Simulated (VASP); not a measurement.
A run of VASP 6.6.1:

INCAR

```
SYSTEM = Ga
PREC     = Accurate       ! precision mode
ENCUT    = 520            ! plane-wave cutoff, eV
EDIFF    = 1E-7           ! SCF threshold, eV
ISMEAR   = -1             ! smearing method
SIGMA    = 0.1            ! smearing width, eV
LREAL    = .False.        ! projectors in reciprocal space
LASPH    = .True.         ! aspherical terms in the spheres
NELM     = 80             ! most SCF steps
ALGO     = Normal         ! electronic algorithm
ISIF     = 2              ! what is computed and relaxed
LWAVE    = .False.        ! write WAVECAR
LCHARG   = .False.        ! write CHGCAR
GGA      = RE             ! functional
NBANDS   = 20             ! bands
```

Contents of KPOINTS:

```
Automatic mesh
0
Gamma
  15 15 9
  0 0 0
```

POSCAR

```
Ga
1.0
   -2.5509195989      2.3596092127      1.4108227637
    2.3596092127     -2.5509195989      1.4108227637
    3.0077229253      3.0077229253     -1.7612080863
Ga
2
Direct
    0.9892656099      0.0107343901      0.0000000000
    0.7607343901      0.2392656099      0.5000000000
```

Potentials or basis: VASP PAW PBE potentials, release 64 (Ga_d).

Launch:

```console
$ cat potpaw_PBE.64/Ga_d/POTCAR > POTCAR
$ mpirun -np 1 vasp_std > vasp.out
```

Hardware: 1 thread of Intel Xeon 8259CL, with other jobs on the host.

**Question.** Estimate the wall time of this run.

**Answer.** It took 11 min on 1 thread of Intel Xeon 8259CL, on a shared host, peak memory 0.45 GiB. Counts: scf iterations 12, k points 544.
